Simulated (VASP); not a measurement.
Write the native input for VASP 6.6.1 that does the following.

- Task: relaxation of cell and atoms
- Functional: BLYP
- Potentials or basis: VASP PAW PBE potentials, release 64 (Te, Ti_sv)
- Cutoff: 600 eV
- k mesh: 8 × 8 × 4
- Occupations: fermi-dirac, width 0.05 eV
- Spin: no spin polarisation
- Dipole correction: no
- Further INCAR settings: ALGO = Normal; EDIFF = 1e-06; IBRION = 2; EDIFFG = -0.01; NSW = 60; ISIF = 3

The structure of TiTe2 lies in POSCAR:

```
TiTe2
1.0
    3.7770000000      0.0000000000      0.0000000000
   -1.8885000000      3.2709779501      0.0000000000
    0.0000000000      0.0000000000      6.4980000000
Te Ti
2 1
Direct
    0.3333333333      0.6666666667      0.7372000000
    0.6666666667      0.3333333333      0.2628000000
    0.0000000000      0.0000000000      0.0000000000
```

The input as run:

INCAR

```
SYSTEM = TiTe2
  AGGAC = 1.0
  AGGAX = 1.0
  ALDAC = 0.0
  ALDAX = 1.0
  ALGO = Normal
  EDIFF = 1E-6
  EDIFFG = -0.01
  ENCUT = 600
  GGA = B5
  IBRION = 2
  ISIF = 3
  ISMEAR = -1
  LASPH = .TRUE.
  LCHARG = .FALSE.
  LREAL = .FALSE.
  LWAVE = .FALSE.
  NELM = 100
  NSW = 60
  PREC = Accurate
  SIGMA = 0.05
```

KPOINTS

```
k-points
0
G
  8 8 4
  0 0 0
```

Potentials or basis: VASP PAW PBE potentials, release 64 (Te, Ti_sv).

Command:

```bash
$ cat potpaw_PBE.64/Te/POTCAR potpaw_PBE.64/Ti_sv/POTCAR > POTCAR
$ mpirun -np 1 vasp_std > vasp.out
```

It gave:

The relaxed volume is 37.95 Å³/atom, the relaxed cell is a = 3.912 Å, b = 3.912 Å, c = 8.589 Å, α = 90.00°, β = 90.00°, γ = 120.00° and the space group after relaxing (to 0.1 Å) is P-3m1 (No. 164). The energy gained by relaxing is 80.6 meV/atom, the ionic steps are 47 and the pressure after relaxing is 0.0 GPa. The largest force after relaxing is 0.007 eV/Å and the band gap on the k mesh is zero (bands 12 and 13 overlap by 0.30 eV).

Caveat: the volume moved by over 15 % at a fixed basis, so the end points are rough; the PAW data sets were made with another functional, which shifts forces and pressure a little; spin-orbit coupling is left out, which moves the levels of the heavy elements; this functional lacks dispersion, which binds layers or chains, so the pressure and a relaxed spacing across them are unreliable.

It took 25 min on 1 thread of AMD EPYC 9R45 96-Core Processor (Zen 5), on a shared host, peak memory 0.23 GiB.
